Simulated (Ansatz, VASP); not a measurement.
# Mg: VASP beside Ansatz

The input INCAR:

```
SYSTEM = Mg
ALGO = Normal
EDIFF = 1E-8
ENCUT = 520
ISIF = 2
ISMEAR = -1
LASPH = .True.
LCHARG = .False.
LEFG = .True.
LREAL = .False.
LWAVE = .False.
NBANDS = 7
NELM = 100
PREC = Accurate
SIGMA = 0.03
```

The input KPOINTS:

```
k-points
0
Gamma
  19 19 19
  0 0 0
```

POSCAR

```
Mg
1.0
   -1.4715618360      1.4715618360      1.4715618360
    1.4715618360     -1.4715618360      1.4715618360
    1.4715618360      1.4715618360     -1.4715618360
Mg
1
Direct
    0.0000000000      0.0000000000      0.0000000000
```

Input for Ansatz:

```yaml
crystal:
  lattice:
    - [-1.471561836, 1.471561836, 1.471561836]
    - [1.471561836, -1.471561836, 1.471561836]
    - [1.471561836, 1.471561836, -1.471561836]
  atoms:
    - { symbol: Mg, position: [0.0, 0.0, 0.0] }
kpoints:
  mp_grid: { grid: [19, 19, 19] }
scf:
  occupations: { method: fermi_dirac, width: 0.03 }
hamiltonian:
  xc: lda
  pseudopotentials: { kind: all_electron, datasets: crystal }
output:
  forces: true
  stress: true
  eigenvalues: true
  efg: { contact_densities: true }
```

Change from the starting cell: volume scaled by 0.99, crystal datasets.

Alike in both runs: task electric field gradients; functional LDA; k mesh 19 × 19 × 19; occupations fermi-dirac, width 0.03 eV; no spin polarisation.

|  | VASP | Ansatz |
| --- | --- | --- |
| version | VASP 6.6.1 | Ansatz 0.2.0 |
| potentials or method | VASP PAW LDA potentials, release 64 (Mg), cutoff 520 eV | all-electron PAW with datasets made for the crystal, scalar-relativistic |

Ansatz gave:

| Property | Result |
| --- | --- |
| pressure (GPa) | 57.8 |

Question: What did VASP give for the same quantities?

Answer: Pressure (GPa): 58.2.

LDA's correlation is that of Perdew and Zunger in VASP and of Perdew and Wang (1992) in Ansatz. Both programs put the cell under a high pressure, so it lies far from rest at this level. Ansatz ran all-electron here, and VASP with PAW potentials.
